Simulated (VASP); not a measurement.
Set up this calculation in VASP 6.6.1, as the native input.

```yaml
Task: G0W0 quasiparticle levels
Functional: PBE
Potentials_or_basis: VASP PAW PBE potentials, release 64 (B_GW, P_GW)
Cutoff: 500 eV
k_mesh: 2 × 2 × 2
Occupations: gaussian, width 0.01 eV
Spin: no spin polarisation
Dipole_correction: no
GW_scheme: G0W0
GW_iterations: 1
Cutoff_of_the_response_function: 200
Frequency_points: 48
Empty_bands: 329
Further_INCAR_settings: ALGO = EVGW0; EDIFF = 1e-08; NBANDS = 333
```

Crystal: BP.

```
B P
1.0
     0.00000    2.26900    2.26900
     2.26900    0.00000    2.26900
     2.26900    2.26900    0.00000
B P
1 1
Direct
  0.00000 0.00000 0.00000
  0.25000 0.25000 0.25000
```

One way to write it, as run:

POSCAR

```
BP
1.0
    0.0000000000      2.2690000000      2.2690000000
    2.2690000000      0.0000000000      2.2690000000
    2.2690000000      2.2690000000      0.0000000000
B P
1 1
Direct
    0.0000000000      0.0000000000      0.0000000000
    0.2500000000      0.2500000000      0.2500000000
```

INCAR.step1

```
SYSTEM = BP
PREC = Accurate
ENCUT = 500
EDIFF = 1E-8
ISMEAR = 0
SIGMA = 0.01
LREAL = .False.
LASPH = .True.
NELM = 100
ALGO = Normal
LWAVE = .True.
LCHARG = .False.
GGA = PE
```

INCAR.step2

```
SYSTEM = BP
PREC = Accurate
ENCUT = 500
EDIFF = 1E-8
ISMEAR = 0
SIGMA = 0.01
LREAL = .False.
LASPH = .True.
NELM = 1
ALGO = Exact
LWAVE = .True.
LCHARG = .False.
GGA = PE
NBANDS = 333
LOPTICS = .True.
ISTART = 1
```

INCAR.step3

```
SYSTEM = BP
PREC = Accurate
ENCUT = 500
EDIFF = 1E-8
ISMEAR = 0
SIGMA = 0.01
LREAL = .False.
LASPH = .True.
ALGO = EVGW0
LWAVE = .False.
LCHARG = .False.
GGA = PE
NELMGW = 1
NBANDS = 333
ENCUTGW = 200
NOMEGA = 48
PRECFOCK = Fast
ISTART = 1
NBANDSGW = 12
```

KPOINTS

```
Automatic mesh
0
Gamma
  2 2 2
  0 0 0
```

Potentials or basis: VASP PAW PBE potentials, release 64 (B_GW, P_GW).

Launch:

```sh
$ cat potpaw_PBE.64/B_GW/POTCAR potpaw_PBE.64/P_GW/POTCAR > POTCAR
$ cp INCAR.step1 INCAR
$ mpirun -np 1 vasp_std > vasp.out
$ cp INCAR.step2 INCAR
$ mpirun -np 1 vasp_std > vasp.out
$ cp INCAR.step3 INCAR
$ mpirun -np 1 vasp_std > vasp.out
```

Results of the run:

- Band gap on the k mesh, mean-field level: 1.15 eV, indirect (least direct gap 3.26 eV)
- Quasiparticle gap: 1.77 eV
- Least direct quasiparticle gap: 4.16 eV

Caveat: the k points lie up to 1.20 Å⁻¹ apart; bands, screening cutoff and mesh are small and nothing is extrapolated, so the quasiparticle values aren't converged.

Run time: 14 s on 1 thread of Intel Xeon 6975P-C, with other jobs on the host, peak memory 0.19 GiB.
